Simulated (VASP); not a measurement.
Write the native input for VASP 6.6.1 that does the following.

| Quantity | Value |
| --- | --- |
| Task | single point |
| Functional | PBE |
| Potentials or basis | VASP PAW PBE potentials, release 64 (Re_sv_GW, S) |
| Cutoff | 560 eV |
| k mesh | 12 × 12 × 12 |
| Occupations | gaussian, width 0.05 eV |
| Spin | collinear spin |
| Starting moments | [0.05, 0.0] μB |
| Dipole correction | no |
| Further INCAR settings | ALGO = Normal; EDIFF = 1e-06; NBANDS = 22 |

The structure of ReS lies in POSCAR:

```
ReS
1.0
    0.0000000000      2.6445124287      2.6445124287
    2.6183291373      0.0261832914      2.6183291373
    2.6183291373      2.6183291373      0.0261832914
Re S
1 1
Direct
    0.0000000000      0.0000000000      0.0000000000
    0.2500000000      0.2500000000      0.2500000000
```

The input as run:

INCAR

```
PREC = Accurate
ENCUT = 560
EDIFF = 1E-6
ISMEAR = 0
SIGMA = 0.05
LREAL = False
LASPH = True
NELM = 200
ALGO = Normal
ISIF = 2
LWAVE = False
LCHARG = True
ISPIN = 2
MAGMOM = 0.05 0
LORBIT = 11
LMAXMIX = 4
GGA = PE
LELF = True
LVHAR = True
NBANDS = 22
GGA_COMPAT = False
```

KPOINTS

```
Automatic mesh
0
Gamma
  12 12 12
```

Potentials or basis: VASP PAW PBE potentials, release 64 (Re_sv_GW, S).

Command:

```sh
$ cat potpaw_PBE.64/Re_sv_GW/POTCAR potpaw_PBE.64/S/POTCAR > POTCAR
$ mpirun -np 1 vasp_std > vasp.out
```

It gave:

- Pressure: -0.6 GPa
- Largest force: 0.377 eV/Å
- Net moment: 0.01 μB per cell
- Valence electrons inside the program's atomic spheres: Re 13.81; S 3.68

Run time: 4.9 min on 1 thread of AMD EPYC 9R14 (Zen 4) (shared host), peak memory 0.45 GiB.
